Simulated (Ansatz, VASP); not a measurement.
**Mo in VASP and in Ansatz**

```
Mo
1.0
     2.87908    0.00000    0.00000
    -1.43954    2.49335    0.00000
     0.00000    0.00000    9.18987
Mo
4
Cartesian
  0.0000 1.6622 3.5163
  1.4395 0.8311 8.1112
  1.4395 0.8311 5.6736
  0.0000 1.6622 1.0786
```

Alike in both runs: functional PBE; k mesh 6 × 6 × 4; occupations gaussian, width 0.1 eV; no spin polarisation.

Ansatz relaxed the structure, and its values are those at the end. VASP's run is a single point on that final structure, the one shown.

```csv
,VASP,Ansatz
version,VASP 6.6.1,Ansatz 0.2.0
potentials or method,"VASP PAW PBE potentials, release 64 (Mo_sv), cutoff 520 eV","scalar-relativistic, plane waves, PAW"
valence electrons in the cell,56,56
```

|  | VASP | Ansatz | Ansatz less VASP |
| --- | --- | --- | --- |
| gap on the k mesh at the Fermi level (eV) | none | none | - |
| pressure (GPa) | 0.7 | 0.1 | -0.59 |
| rms of the force components (eV/Å) | 0.018 | 0.003 | -0.0151 |

A gap of «none» marks a metal or a gap that the smearing closes.

The k mesh is coarse, so the values compare programs but aren't converged.
